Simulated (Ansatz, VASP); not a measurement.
## MgS: VASP beside Ansatz

File INCAR:

```
PREC = Accurate ; ENCUT = 520
EDIFF = 1E-8 ; ISMEAR = -1
SIGMA = 0.01 ; LREAL = False
LASPH = True ; NELM = 100
ALGO = Normal ; ISIF = 2
LWAVE = False ; LCHARG = False
LEFG = True ; NBANDS = 11
```

KPOINTS

```
regular mesh
0
Gamma
  8 8 8
```

File POSCAR:

```
MgS
1.0
    0.0260165000      2.6146582500      2.6146582500
    2.6146582500      0.0260165000      2.6146582500
    2.6146582500      2.6146582500      0.0260165000
Mg S
1 1
Direct
    0.0000000000      0.0000000000      0.0000000000
    0.5000000000      0.5000000000      0.5000000000
```

Input for Ansatz:

```yaml
crystal:
  lattice:
    - [0.0260165, 2.61465825, 2.61465825]
    - [2.61465825, 0.0260165, 2.61465825]
    - [2.61465825, 2.61465825, 0.0260165]
  atoms:
    - { symbol: Mg, position: [0.0, 0.0, 0.0] }
    - { symbol: S, position: [0.5, 0.5, 0.5] }
kpoints:
  mp_grid: { grid: [8, 8, 8] }
scf:
  occupations: { method: fermi_dirac, width: 0.01 }
hamiltonian:
  xc: lda
  pseudopotentials: { kind: paw }
output:
  forces: true
  stress: true
  eigenvalues: true
  efg: { contact_densities: true }
```

Change from the starting cell: equal xy, yz and zx shear strains of +1 %, PAW files.

Alike in both runs: task electric field gradients; functional LDA; k mesh 8 × 8 × 8; occupations fermi-dirac, width 0.01 eV; no spin polarisation.

|  | VASP | Ansatz |
| --- | --- | --- |
| version | VASP 6.6.1 | Ansatz 0.2.0 |
| potentials or method | VASP PAW LDA potentials, release 64 (Mg, S) | PAW with Ansatz's default frozen-core files, scalar-relativistic |
| plane-wave cutoff (eV) | 520 | 420 |
| valence electrons in the cell | 8 | 16 |

VASP gave:

| Property | Result |
| --- | --- |
| gap on the k mesh at the Fermi level (eV) | 2.51 |
| pressure (GPa) | -3.8 |
| traceless stress, the component that is largest in VASP (GPa) | -0.55 |
| size of Vzz on the site where it differs most (V/Å²) | 0.3 |

Problem. Estimate Ansatz's values.

Solution. gap on the k mesh at the Fermi level (eV): 2.51; pressure (GPa): -3.3; traceless stress, the component that is largest in VASP (GPa): -0.55; size of Vzz on the site where it differs most (V/Å²): 0.5.

LDA's correlation is that of Perdew and Zunger in VASP and of Perdew and Wang (1992) in Ansatz. VASP's potentials hold 8 valence electrons a cell and Ansatz's 16, so a difference there can come from the potentials and not from the codes.
